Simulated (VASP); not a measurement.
# PbS (R3m) in VASP: single point with LDA

Aim: the single point of PbS with LDA.

Everything below comes from runs of VASP 6.6.1. Logs are shortened: lines on timing, memory, paths and dates and some standing lists are left out, and cuts for length are marked.

**1. The cell of the first run**

Symmetry: R3m, No. 160, trigonal system. The conventional cell has a = 4.225 Å, b = 4.225 Å, c = 10.356 Å, α = 90.00°, β = 90.00°, γ = 120.00°. Within 3.9 Å of Pb (site symmetry 3m) lie 6 S at 2.96 to 3.02 Å. Within 3.9 Å of S (site symmetry 3m) lie 6 Pb at 2.96 to 3.02 Å.

**2. Single point, LDA**

File INCAR:

```
  PREC = Accurate
  ENCUT = 500
  EDIFF = 1E-6
  ISMEAR = -1
  SIGMA = 0.01
  LREAL = F
  LASPH = T
  NELM = 120
  ALGO = Normal
  ISIF = 2
  LWAVE = F
  LCHARG = F
  GGA = CA
  NBANDS = 17
  GGA_COMPAT = F
```

File KPOINTS:

```
Automatic mesh
0
Gamma
  1 1 1
```

File POSCAR:

```
PbS
1.0
    2.1126617100      1.2197458000      3.4519162500
   -2.1126617100      1.2197458000      3.4519162500
    0.0000000000     -2.4394916100      3.4519162500
Pb S
1 1
Direct
    0.9805657823      0.9805657823      0.9805657782
    0.4750355513      0.4750355513      0.4750355494
```

Potentials or basis: VASP PAW LDA potentials, release 64 (Pb_d, S).

The run is started by

```console
cat potpaw_LDA.64/Pb_d/POTCAR potpaw_LDA.64/S/POTCAR > POTCAR
mpirun -np 1 vasp_gam > vasp.out
```

OUTCAR:

```text
PREC = Accurate
   ENCUT = 500
   EDIFF = 1E-6
   ISMEAR = -1
   LREAL = F
   LASPH = T
   NELM = 120
   ISIF = 2
   GGA = CA

 ion  position               nearest neighbor table
   1  0.981  0.981  0.981-   2 2.96   2 2.96   2 2.96   2 3.02   2 3.02   2 3.02
   2  0.475  0.475  0.475-   1 2.96   1 2.96   1 2.96   1 3.02   1 3.02   1 3.02

  LATTYP: Found a trigonal (rhomboedric) cell.
 ALAT       =     4.2269191043
 COS(alpha) =     0.5003774340

  Lattice vectors:

 A1 = (   2.1126617100,   1.2197458000,   3.4519162500)
 A2 = (  -2.1126617100,   1.2197458000,   3.4519162500)
 A3 = (   0.0000000000,  -2.4394916100,   3.4519162500)

Analysis of symmetry for initial positions (statically):
=====================================================================
 Subroutine PRICEL returns:
 Original cell was already a primitive cell.

 Routine SETGRP: Setting up the symmetry group for a
 trigonal (rhombohedral) supercell.

 Subroutine GETGRP returns: Found  6 space group operations
 (whereof  6 operations were pure point group operations)
 out of a pool of 12 trial point group operations.

The static configuration has the point symmetry C_3v.

Analysis of symmetry for dynamics (positions and initial velocities):
=====================================================================
 Subroutine PRICEL returns:
 Original cell was already a primitive cell.

 Routine SETGRP: Setting up the symmetry group for a
 trigonal (rhombohedral) supercell.

 Subroutine GETGRP returns: Found  6 space group operations
 (whereof  6 operations were pure point group operations)
 out of a pool of 12 trial point group operations.

The dynamic configuration has the point symmetry C_3v.

 Subroutine INISYM returns: Found  6 space group operations
 (whereof  6 operations are pure point group operations),
 and found     1 'primitive' translations

----------------------------------------------------------------------------------------

                                     Primitive cell

  volume of cell :      53.3717

  direct lattice vectors                    reciprocal lattice vectors
     2.112661710  1.219745800  3.451916250     0.236668274  0.136640492  0.096564722
    -2.112661710  1.219745800  3.451916250    -0.236668274  0.136640492  0.096564722
     0.000000000 -2.439491610  3.451916250     0.000000000 -0.273280984  0.096564722

  length of vectors
     4.226919104  4.226919104  4.226919104     0.289840027  0.289840027  0.289840028

  position of ions in fractional coordinates (direct lattice)
     0.980565782  0.980565782  0.980565778
     0.475035551  0.475035551  0.475035549

  ion indices of the primitive-cell ions
   primitive index   ion index
                 1           1
                 2           2

----------------------------------------------------------------------------------------

 KPOINTS: Automatic mesh

Automatic generation of k-mesh.
 Grid dimensions read from file:
 generate k-points for:    1    1    1

 Generating k-lattice:

  Cartesian coordinates                     Fractional coordinates (reciprocal lattice)
     0.236668274  0.136640492  0.096564722     1.000000000  0.000000000  0.000000000
    -0.236668274  0.136640492  0.096564722     0.000000000  1.000000000  0.000000000
     0.000000000 -0.273280984  0.096564722     0.000000000  0.000000000  1.000000000

  Length of vectors
     0.289840027  0.289840027  0.289840028

  Shift w.r.t. Gamma in fractional coordinates (k-lattice)
     0.000000000  0.000000000  0.000000000

 Subroutine IBZKPT returns following result:
 ===========================================

 Found      1 irreducible k-points:

 Following reciprocal coordinates:
            Coordinates               Weight
  0.000000  0.000000  0.000000      1.000000
   k-points           NKPTS =      1   k-points in BZ     NKDIM =      1   number of bands    NBANDS=     17
   number of dos      NEDOS =    301   number of ions     NIONS =      2
   total plane-waves  NPLWV =  32768
   dimension x,y,z NGX =    32 NGY =   32 NGZ =   32
   dimension x,y,z NGXF=    64 NGYF=   64 NGZF=   64
   ions per type =               1   1
   NGX,Y,Z   is equivalent  to a cutoff of  12.59, 12.59, 12.59 a.u.
   NGXF,Y,Z  is equivalent  to a cutoff of  25.17, 25.17, 25.17 a.u.
 SYSTEM =  unknown system
   PREC   = accura    normal or accurate (medium, high low for compatibility)
   ISTART =      0    job   : 0-new  1-cont  2-samecut
   ICHARG =      2    charge: 1-file 2-atom 10-const
   ISPIN  =      1    spin polarized calculation?
   LNONCOLLINEAR =      F non collinear calculations
   LSORBIT =      F    spin-orbit coupling
   LASPH  =      T    aspherical Exc in radial PAW
   ENCUT  =  500.0 eV  36.75 Ry    6.06 a.u.   7.71  7.71  7.71*2*pi/ulx,y,z
   NELM   =    120;   NELMIN=  2; NELMDL= -5     # of ELM steps
   EDIFF  = 0.1E-05   stopping-criterion for ELM
   LREAL  =      F    real-space projection
   EDIFFG = 0.1E-04   stopping-criterion for IOM
   NSW    =      0    number of steps for IOM
   IBRION =     -1    ionic relax: 0-MD 1-quasi-New 2-CG
   NFREE  =      0    steps in history (QN), initial steepest desc. (CG)
   ISIF   =      2    stress and relaxation
   ISYM   =      2    0-nonsym 1-usesym 2-fastsym
   POTIM  = 0.5000    time-step for ionic-motion
   TEBEG  =    0.0;   TEEND  =   0.0 temperature during run
   PSTRESS=    0.0 pullay stress
   NELECT =      20.0000    total number of electrons
   NUPDOWN=      -1.0000    fix difference up-down
   EMIN   =  10.00;   EMAX   =-10.00  energy-range for DOS
   EFERMI =   0.00;   METHOD = LEGACY
   ISMEAR =    -1;   SIGMA  =   0.01  broadening in eV -4-tet -1-fermi 0-gaus
   EFERMI_NEDOS =   21; number of points for ismear=-14 and -15
   IALGO  =     38    algorithm
   IMIX   =      4    mixing-type and parameters
     AMIX     =   0.40;   BMIX     =  1.00
     AMIX_MAG =   1.60;   BMIX_MAG =  1.00
  volume/ion in A,a.u.               =      26.69       180.08
  Fermi-wavevector in a.u.,A,eV,Ry     =   1.180270  2.230386 18.953411  1.393036
  Thomas-Fermi vector in A             =   2.316565
   LORBIT       =      0    0 simple, 1 ext, 2 COOP (PROOUT), +10 PAW based schemes
   GGA     = CA    functional components
   LHFCALC =     F    Hartree Fock is set to
   AEXX    =    0.0000 exact exchange contribution
   IVDW    =     0    specifies the selected vdW correction
   LEPSILON=     F    determine dielectric tensor
   LRPA    =     F    only Hartree local field effects (RPA)
 non-spin polarized calculation
  energy-cutoff  :      500.00
  volume of cell :       53.37
 maximum number of plane-waves:       682
 NGX is ok and might be reduce to    30
   NGX = 15   NGY = 15   NGZ = 15

 number of electron      20.0000002 magnetization

 Free energy of the ion-electron system (eV)
  ---------------------------------------------------
  ext. energy  EPLUGINS =         0.00000000
  ---------------------------------------------------
  free energy    TOTEN  =        -5.48770419 eV

  energy without entropy =       -5.48770419  energy(sigma->0) =       -5.48770419

 E-fermi :   4.6657     XC(G=0):  -9.6691

 val. band max:        4.3624123643   @ k =   0.0000   0.0000   0.0000
 cond. band min:      10.3402924397   @ k =   0.0000   0.0000   0.0000
 fundamental gap:      5.9778800754
 Fermi energy:         4.6657224558

 k-point     1 :       0.0000    0.0000    0.0000
  band No.  band energies     occupation
      1     -11.9088      2.00000
      2     -11.9082      2.00000
      3     -11.9082      2.00000
      4     -11.8449      2.00000
      5     -11.8449      2.00000
      6      -7.1381      2.00000
[... 9 lines left out ...]
     16      12.3443      0.00000
     17      13.8589      0.00000

------------------------ aborting loop because EDIFF is reached ----------------------------------------

  FORCE on cell =-STRESS in cart. coord.  units (eV):
  Direction    XX          YY          ZZ          XY          YZ          ZX
  --------------------------------------------------------------------------------------
  -------------------------------------------------------------------------------------
  Total        5.2509712      5.2509712      5.2438985      0.0000000     -0.0000000     -0.0000000
  in kB      157.6301995    157.6301986    157.4178828      0.0000000     -0.0000002     -0.0000000
  external PRESSURE =     157.5594270 kB  Pullay stress =       0.0000000 kB

 VOLUME and BASIS-vectors are now :
 -----------------------------------------------------------------------------
  energy-cutoff  :      500.00
  volume of cell :       53.37
      direct lattice vectors                 reciprocal lattice vectors
     2.112661710  1.219745800  3.451916250     0.236668274  0.136640492  0.096564722
    -2.112661710  1.219745800  3.451916250    -0.236668274  0.136640492  0.096564722
     0.000000000 -2.439491610  3.451916250     0.000000000 -0.273280984  0.096564722

 POSITION                                       TOTAL-FORCE (eV/Angst)
 -----------------------------------------------------------------------------------
      0.00000      0.00000     10.15449         0.000000      0.000000     -0.358950
      0.00000     -0.00000      4.91935         0.000000     -0.000000      0.358950
 -----------------------------------------------------------------------------------
    total drift:                                0.000000     -0.000011      0.000010

  FREE ENERGIE OF THE ION-ELECTRON SYSTEM (eV)
  ---------------------------------------------------
  free  energy   TOTEN  =        -5.4877041925 eV

  energy  without entropy=       -5.4877041925  energy(sigma->0) =       -5.48770419
```

It took 6.9 s on 1 thread of Intel Xeon 8259CL, shared host; peak memory 0.14 GiB.

Results:

```yaml
Free_energy: -5.4877 eV
Pressure: 15.8 GPa
Largest_force: 0.359 eV/Å
```

Forces on the atoms (eV/Å):
```
Pb   0.000  0.000 -0.359
S    0.000  0.000  0.359
```

Caveat: the k points lie up to 1.82 Å⁻¹ apart; this odd mesh misses L, where the gap lies, so gap, dielectric constants and Born charges aren't listed; spin-orbit coupling is left out, which moves the levels of the heavy elements.
